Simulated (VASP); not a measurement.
# TiB2 (P6/mmm) in VASP: notebook

TiB2 is run at these levels: LDA; tasks: single point.

All numbers are computed with VASP 6.6.1; they aren't measurements. Logs are shortened: lines on timing, memory, paths and dates and some standing lists are left out, and cuts for length are marked.

## 1. The cell of the first run

The structure is hexagonal, space group P6/mmm (No. 191). The conventional cell has a = 2.994 Å, b = 2.994 Å, c = 3.159 Å, α = 90.00°, β = 90.00°, γ = 120.00°. Within 3.2 Å of Ti (site symmetry 6/mmm) lie 12 B at 2.34 Å and 8 Ti at 2.99 to 3.16 Å. B (site symmetry -6m2) has 3 B at 1.73 Å and 6 Ti at 2.34 Å within 2.4 Å.

## 2. Single point, LDA

Input file INCAR:

```
SYSTEM = TiB2
  PREC = Accurate
  ENCUT = 520
  EDIFF = 1E-6
  ISMEAR = 0
  SIGMA = 0.1
  LREAL = .FALSE.
  LASPH = .TRUE.
  NELM = 100
  ALGO = Normal
  ISIF = 2
  LWAVE = .FALSE.
  LCHARG = .TRUE.
  LELF = .TRUE.
  LVHAR = .TRUE.
  NBANDS = 16
```

Input file KPOINTS:

```
regular mesh
0
G
  24 24 18
  0 0 0
```

Input file POSCAR:

```
TiB2
1.0
    2.9939295836      0.0000000029      0.0000000000
   -1.4969647943      2.5928190751      0.0000000000
    0.0000000000      0.0000000000      3.1594546296
Ti B
1 2
Direct
    0.0000000000      0.0000000000      0.0000000000
    0.3333333333      0.6666666667      0.5000000000
    0.6666666667      0.3333333333      0.5000000000
```

Potentials or basis: VASP PAW LDA potentials, release 64 (Ti_sv, B).

The run is started by

```
> cat potpaw_LDA.64/Ti_sv/POTCAR potpaw_LDA.64/B/POTCAR > POTCAR
> mpirun -np 1 vasp_std > vasp.out
```

OUTCAR:

```text
SYSTEM = TiB2
   PREC = Accurate
   ENCUT = 520
   EDIFF = 1E-6
   ISMEAR = 0
   LREAL = .FALSE.
   LASPH = .TRUE.
   NELM = 100
   ISIF = 2

 ion  position               nearest neighbor table
   1  0.000  0.000  0.000-   2 2.34   3 2.34   2 2.34   3 2.34   3 2.34   3 2.34   2 2.34   2 2.34
                             3 2.34   3 2.34   2 2.34   2 2.34
   2  0.333  0.667  0.500-   3 1.73   3 1.73   3 1.73   1 2.34   1 2.34   1 2.34   1 2.34   1 2.34
                             1 2.34
   3  0.667  0.333  0.500-   2 1.73   2 1.73   2 1.73   1 2.34   1 2.34   1 2.34   1 2.34   1 2.34
                             1 2.34

  LATTYP: Found a hexagonal cell.
 ALAT       =     2.9939295836
 C/A-ratio  =     1.0552868868

  Lattice vectors:

 A1 = (   2.9939295836,   0.0000000029,   0.0000000000)
 A2 = (  -1.4969647943,   2.5928190751,   0.0000000000)
 A3 = (   0.0000000000,   0.0000000000,   3.1594546296)

Analysis of symmetry for initial positions (statically):
=====================================================================
 Subroutine PRICEL returns:
 Original cell was already a primitive cell.

 Routine SETGRP: Setting up the symmetry group for a
 hexagonal supercell.

 Subroutine GETGRP returns: Found 24 space group operations
 (whereof 24 operations were pure point group operations)
 out of a pool of 24 trial point group operations.

The static configuration has the point symmetry D_6h.

Analysis of symmetry for dynamics (positions and initial velocities):
=====================================================================
 Subroutine PRICEL returns:
 Original cell was already a primitive cell.

 Routine SETGRP: Setting up the symmetry group for a
 hexagonal supercell.

 Subroutine GETGRP returns: Found 24 space group operations
 (whereof 24 operations were pure point group operations)
 out of a pool of 24 trial point group operations.

The dynamic configuration has the point symmetry D_6h.

 Subroutine INISYM returns: Found 24 space group operations
 (whereof 24 operations are pure point group operations),
 and found     1 'primitive' translations

----------------------------------------------------------------------------------------

                                     Primitive cell

  volume of cell :      24.5260

  direct lattice vectors                    reciprocal lattice vectors
     2.993929584  0.000000003  0.000000000     0.334009191  0.192840297  0.000000000
    -1.496964794  2.592819075  0.000000000    -0.000000000  0.385680593  0.000000000
     0.000000000  0.000000000  3.159454630     0.000000000  0.000000000  0.316510321

  length of vectors
     2.993929584  2.993929584  3.159454630     0.385680593  0.385680593  0.316510321

  position of ions in fractional coordinates (direct lattice)
     0.000000000  0.000000000  0.000000000
     0.333333333  0.666666667  0.500000000
     0.666666667  0.333333333  0.500000000

  ion indices of the primitive-cell ions
   primitive index   ion index
                 1           1
                 2           2
                 3           3

----------------------------------------------------------------------------------------

 KPOINTS: regular mesh

Automatic generation of k-mesh.
 Grid dimensions read from file:
 generate k-points for:   24   24   18

 Generating k-lattice:

  Cartesian coordinates                     Fractional coordinates (reciprocal lattice)
     0.013917050  0.008035012  0.000000000     0.041666667 -0.000000000  0.000000000
    -0.000000000  0.016070025  0.000000000     0.000000000  0.041666667  0.000000000
     0.000000000  0.000000000  0.017583907     0.000000000  0.000000000  0.055555556

  Length of vectors
     0.016070025  0.016070025  0.017583907

  Shift w.r.t. Gamma in fractional coordinates (k-lattice)
     0.000000000  0.000000000  0.000000000

 Subroutine IBZKPT returns following result:
 ===========================================

 Found    610 irreducible k-points:

 Following reciprocal coordinates:
            Coordinates               Weight
  0.000000  0.000000  0.000000      1.000000
  0.041667 -0.000000  0.000000      6.000000
  0.083333  0.000000  0.000000      6.000000
  0.125000 -0.000000  0.000000      6.000000
  0.166667 -0.000000  0.000000      6.000000
  0.208333 -0.000000  0.000000      6.000000
[... 16 lines left out ...]
  0.416667  0.041667  0.000000     12.000000
  0.458333  0.041667  0.000000     12.000000
 [... further k-points ...]
   k-points           NKPTS =    610   k-points in BZ     NKDIM =    610   number of bands    NBANDS=     16
   number of dos      NEDOS =    301   number of ions     NIONS =      3
   total plane-waves  NPLWV =  13824
   dimension x,y,z NGX =    24 NGY =   24 NGZ =   24
   dimension x,y,z NGXF=    48 NGYF=   48 NGZF=   48
   ions per type =               1   2
   NGX,Y,Z   is equivalent  to a cutoff of  13.33, 13.33, 12.63 a.u.
   NGXF,Y,Z  is equivalent  to a cutoff of  26.65, 26.65, 25.26 a.u.
 SYSTEM =  TiB2
   PREC   = accura    normal or accurate (medium, high low for compatibility)
   ISTART =      0    job   : 0-new  1-cont  2-samecut
   ICHARG =      2    charge: 1-file 2-atom 10-const
   ISPIN  =      1    spin polarized calculation?
   LNONCOLLINEAR =      F non collinear calculations
   LSORBIT =      F    spin-orbit coupling
   LASPH  =      T    aspherical Exc in radial PAW
   ENCUT  =  520.0 eV  38.22 Ry    6.18 a.u.   5.57  5.57  5.87*2*pi/ulx,y,z
   NELM   =    100;   NELMIN=  2; NELMDL= -5     # of ELM steps
   EDIFF  = 0.1E-05   stopping-criterion for ELM
   LREAL  =      F    real-space projection
[... 7 lines left out ...]
   TEBEG  =    0.0;   TEEND  =   0.0 temperature during run
   PSTRESS=    0.0 pullay stress
   NELECT =      18.0000    total number of electrons
   NUPDOWN=      -1.0000    fix difference up-down
   EMIN   =  10.00;   EMAX   =-10.00  energy-range for DOS
   EFERMI =   0.00;   METHOD = LEGACY
   ISMEAR =     0;   SIGMA  =   0.10  broadening in eV -4-tet -1-fermi 0-gaus
   EFERMI_NEDOS =   21; number of points for ismear=-14 and -15
   IALGO  =     38    algorithm
   IMIX   =      4    mixing-type and parameters
     AMIX     =   0.40;   BMIX     =  1.00
     AMIX_MAG =   1.60;   BMIX_MAG =  1.00
  volume/ion in A,a.u.               =       8.18        55.17
  Fermi-wavevector in a.u.,A,eV,Ry     =   1.476693  2.790546 29.669186  2.180624
  Thomas-Fermi vector in A             =   2.591189
   LORBIT       =      0    0 simple, 1 ext, 2 COOP (PROOUT), +10 PAW based schemes
   GGA     = CA    functional components
   LHFCALC =     F    Hartree Fock is set to
   AEXX    =    0.0000 exact exchange contribution
   IVDW    =     0    specifies the selected vdW correction
   LEPSILON=     F    determine dielectric tensor
   LRPA    =     F    only Hartree local field effects (RPA)
 non-spin polarized calculation
 Gauss-broadening in eV      SIGMA  =   0.10
  energy-cutoff  :      520.00
  volume of cell :       24.53
 maximum number of plane-waves:       684
 NGX is ok and might be reduce to    24
   NGX = 11   NGY = 11   NGZ = 11

 number of electron      18.0000000 magnetization

 Free energy of the ion-electron system (eV)
  ---------------------------------------------------
  ext. energy  EPLUGINS =         0.00000000
  ---------------------------------------------------
  free energy    TOTEN  =       -26.92179430 eV

  energy without entropy =      -26.91983266  energy(sigma->0) =      -26.92081348

 E-fermi :  10.4657     XC(G=0): -13.1717

 val. band max:       10.4432211697   @ k =   0.0833   0.0833   0.2778
 cond. band min:      10.4664585845   @ k =   0.2083   0.1667   0.1111
 fundamental gap:      0.0232374149
 Fermi energy:        10.4657404819

 k-point     1 :       0.0000    0.0000    0.0000
  band No.  band energies     occupation
      1     -45.6901      2.00000
      2     -22.4374      2.00000
      3     -22.0940      2.00000
      4     -22.0940      2.00000
      5      -3.0933      2.00000
      6       7.6771      2.00000
[... 8 lines left out ...]
     15      16.3534      0.00000
     16      17.7663      0.00000

 k-point     2 :       0.0417   -0.0000    0.0000
  band No.  band energies     occupation
      1     -45.6889      2.00000
      2     -22.4360      2.00000
      3     -22.1024      2.00000
      4     -22.0958      2.00000
      5      -3.0589      2.00000
      6       7.5822      2.00000
[... 8 lines left out ...]
     15      16.6004      0.00000
     16      17.8692      0.00000

 k-point     3 :       0.0833    0.0000    0.0000
  band No.  band energies     occupation
      1     -45.6855      2.00000
      2     -22.4319      2.00000
      3     -22.1272      2.00000
      4     -22.1014      2.00000
      5      -2.9562      2.00000
      6       7.3077      2.00000
[... 8 lines left out ...]
     15      17.1971      0.00000
     16      18.1793      0.00000

 k-point     4 :       0.1250   -0.0000    0.0000
  band No.  band energies     occupation
      1     -45.6802      2.00000
      2     -22.4253      2.00000
      3     -22.1664      2.00000
      4     -22.1103      2.00000
      5      -2.7870      2.00000
      6       6.8850      2.00000
[... 8 lines left out ...]
     15      17.9782      0.00000
     16      18.6934      0.00000
[... 324 lines left out ...]
 k-point    22 :       0.3750    0.0417    0.0000
  band No.  band energies     occupation
      1     -45.6287      2.00000
      2     -22.5240      2.00000
      3     -22.3626      2.00000
      4     -22.1980      2.00000
      5      -0.2859      2.00000
      6       2.7735      2.00000
[... 8 lines left out ...]
     15      18.4843      0.00000
     16      19.5983      0.00000

 k-point    23 :       0.4167    0.0417    0.0000
  band No.  band energies     occupation
      1     -45.6243      2.00000
      2     -22.5538      2.00000
      3     -22.3572      2.00000
      4     -22.2054      2.00000
      5       0.2587      2.00000
      6       2.1240      2.00000
[... 8 lines left out ...]
     15      18.4386      0.00000
     16      19.4382      0.00000

 k-point    24 :       0.4583    0.0417    0.0000
  band No.  band energies     occupation
      1     -45.6220      2.00000
      2     -22.5693      2.00000
      3     -22.3544      2.00000
      4     -22.2093      2.00000
      5       0.8140      2.00000
      6       1.5159      2.00000
[... 8 lines left out ...]
     15      18.3895      0.00000
     16      19.3575      0.00000

 [... further k-points ...]
[... 5 lines left out ...]
  --------------------------------------------------------------------------------------
  -------------------------------------------------------------------------------------
  Total        0.0967699      0.0967699      0.0936764      0.0000000     -0.0000000      0.0000000
  in kB        6.3215709      6.3215709      6.1194837      0.0000000     -0.0000000      0.0000000
  external PRESSURE =       6.2542085 kB  Pullay stress =       0.0000000 kB

 VOLUME and BASIS-vectors are now :
 -----------------------------------------------------------------------------
  energy-cutoff  :      520.00
  volume of cell :       24.53
      direct lattice vectors                 reciprocal lattice vectors
     2.993929584  0.000000003  0.000000000     0.334009191  0.192840297  0.000000000
    -1.496964794  2.592819075  0.000000000    -0.000000000  0.385680593  0.000000000
     0.000000000  0.000000000  3.159454630     0.000000000  0.000000000  0.316510321

 POSITION                                       TOTAL-FORCE (eV/Angst)
 -----------------------------------------------------------------------------------
      0.00000      0.00000      0.00000        -0.000000      0.000000      0.000000
     -0.00000      1.72855      1.57973        -0.000000      0.000000      0.000000
      1.49696      0.86427      1.57973         0.000000     -0.000000     -0.000000
 -----------------------------------------------------------------------------------
    total drift:                               -0.000000      0.000000      0.000000

  FREE ENERGIE OF THE ION-ELECTRON SYSTEM (eV)
  ---------------------------------------------------
  free  energy   TOTEN  =       -26.9217943001 eV

  energy  without entropy=      -26.9198326576  energy(sigma->0) =      -26.92081348
```

Wall time 4.1 min (1 thread of Intel Xeon 8259CL, shared host); peak memory 0.3 GiB.

Results:

```yaml
Free_energy: -26.9218 eV
Pressure: 0.6 GPa
Band_gap_on_the_k_mesh: zero (bands 9 and 10 overlap by 0.69 eV)
```

Levels at points of the mesh, in eV from the Fermi level:
```tsv
k point	band 6	band 7	band 8	band 9	band 10	band 11	band 12	band 13
(0.00, 0.00, 0.00)	-2.79	-2.79	-2.24	-2.19	1.98	1.98	3.88	3.88
(0.50, 0.00, 0.00)	-9.15	-3.35	-3.31	-2.42	1.40	2.85	3.37	3.54
(0.00, 0.00, 0.50)	-7.73	-0.61	-0.61	-0.29	-0.29	0.41	0.41	1.81
(0.50, 0.00, 0.50)	-7.51	-4.86	-3.99	-3.10	2.66	3.05	4.85	4.86
```

## 3. Single point, LDA

Input file INCAR:

```
PREC = Accurate
ENCUT = 520
EDIFF = 1E-6
ISMEAR = -1
SIGMA = 0.15
LREAL = False
LASPH = True
NELM = 100
ALGO = Normal
ISIF = 2
LWAVE = False
LCHARG = True
GGA = CA
LELF = True
LVHAR = True
NBANDS = 16
```

Input file KPOINTS:

```
Automatic mesh
0
Gamma
  24 24 18
```

Input file POSCAR:

```
TiB2
1.0
    2.9943787081      0.0000000029      0.0000000000
   -1.4971893566      2.5932080283      0.0000000000
    0.0000000000      0.0000000000      3.1596815153
Ti B
1 2
Direct
    0.0000000000      0.0000000000      0.0000000000
    0.3333333333      0.6666666667      0.5000000000
    0.6666666667      0.3333333333      0.5000000000
```

Potentials or basis: VASP PAW LDA potentials, release 64 (Ti_sv, B).

The run is started by

```
> cat potpaw_LDA.64/Ti_sv/POTCAR potpaw_LDA.64/B/POTCAR > POTCAR
> mpirun -np 1 vasp_std > vasp.out
```

It took 4.6 min on 1 thread of Intel Xeon 8259CL, shared host; peak memory 0.3 GiB.

The run converged. Its results:

- Free energy: -26.9347 eV
- Pressure: 0.6 GPa
- Band gap on the k mesh: zero (bands 9 and 10 overlap by 0.69 eV)

Levels at points of the mesh, in eV from the Fermi level:
| k point | band 7 | band 8 | band 9 | band 10 | band 11 | band 12 |
| --- | --- | --- | --- | --- | --- | --- |
| (0.00, 0.00, 0.00) | -2.74 | -2.19 | -2.15 | 2.02 | 2.02 | 3.92 |
| (0.50, 0.00, 0.00) | -3.30 | -3.26 | -2.37 | 1.44 | 2.89 | 3.41 |
| (0.00, 0.00, 0.50) | -0.56 | -0.56 | -0.25 | -0.25 | 0.46 | 0.46 |
| (0.50, 0.00, 0.50) | -4.81 | -3.94 | -3.06 | 2.70 | 3.09 | 4.90 |

The gap in the log of VASP goes by the Fermi energy; the results here count the filled bands.